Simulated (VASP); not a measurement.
Set up this calculation in VASP 6.6.1, as the native input.

| Property | Result |
| --- | --- |
| Task | single point |
| Functional | r2SCAN |
| Potentials or basis | VASP PAW PBE potentials, release 64 (Ca_sv) |
| Cutoff | 520 eV |
| k mesh | 11 × 11 × 11 |
| Occupations | fermi-dirac, width 0.1 eV |
| Spin | no spin polarisation |
| Dipole correction | no |
| Further INCAR settings | ALGO = Normal; EDIFF = 1e-06; NBANDS = 11 |

The system is Ca.

```xyz
1
Lattice="-2.2962 2.2962 2.2962 2.2962 -2.2962 2.2962 2.2962 2.2962 -2.2962" Properties=species:S:1:pos:R:3 pbc="T T T"
Ca    0.0000    0.0000    0.0000
```

This isn't the form of Ca at room conditions, which is fcc.

The input as run:

POSCAR

```
Ca
1.0
   -2.2962379831      2.2962379831      2.2962379831
    2.2962379831     -2.2962379831      2.2962379831
    2.2962379831      2.2962379831     -2.2962379831
Ca
1
Direct
    0.0000000000      0.0000000000      0.0000000000
```

INCAR.step1

```
SYSTEM = Ca
PREC     = Accurate       ! precision mode
ENCUT    = 520            ! plane-wave cutoff, eV
ISMEAR   = -1             ! smearing method
SIGMA    = 0.1            ! smearing width, eV
LREAL    = .FALSE.        ! projectors in reciprocal space
LASPH    = .TRUE.         ! aspherical terms in the spheres
NELM     = 60             ! most SCF steps
NBANDS   = 11             ! bands
GGA      = PE             ! functional
ALGO     = Normal         ! electronic algorithm
EDIFF    = 1E-4           ! SCF threshold, eV
LWAVE    = .TRUE.         ! write WAVECAR
LCHARG   = .FALSE.        ! write CHGCAR
```

INCAR.step2

```
SYSTEM = Ca
PREC     = Accurate       ! precision mode
ENCUT    = 520            ! plane-wave cutoff, eV
EDIFF    = 1E-6           ! SCF threshold, eV
ISMEAR   = -1             ! smearing method
SIGMA    = 0.1            ! smearing width, eV
LREAL    = .FALSE.        ! projectors in reciprocal space
LASPH    = .TRUE.         ! aspherical terms in the spheres
NELM     = 60             ! most SCF steps
ALGO     = Normal         ! electronic algorithm
ISIF     = 2              ! what is computed and relaxed
LWAVE    = .FALSE.        ! write WAVECAR
LCHARG   = .TRUE.         ! write CHGCAR
METAGGA  = R2SCAN         ! meta-GGA
LMIXTAU  = .TRUE.       
LELF     = .TRUE.         ! ELF
LVHAR    = .TRUE.       
NBANDS   = 11             ! bands
ISTART   = 1
```

KPOINTS

```
Automatic mesh
0
G
  11 11 11
  0 0 0
```

Potentials or basis: VASP PAW PBE potentials, release 64 (Ca_sv).

The run is started by

```sh
$ cat potpaw_PBE.64/Ca_sv/POTCAR > POTCAR
$ cp INCAR.step1 INCAR
$ mpirun -np 1 vasp_std > vasp.out
$ cp INCAR.step2 INCAR
$ mpirun -np 1 vasp_std > vasp.out
```

Results of the run:

```json
{
  "Pressure": "-1.6 GPa",
  "Band gap on the k mesh": "zero (bands 5 and 6 overlap by 0.49 eV)"
}
```

Caveat: the PAW data sets were made with another functional, which shifts forces and pressure a little.

Wall time 55 s on 1 thread of Intel(R) Xeon(R) 6975P-C (Granite Rapids), on a shared host, peak memory 0.18 GiB.
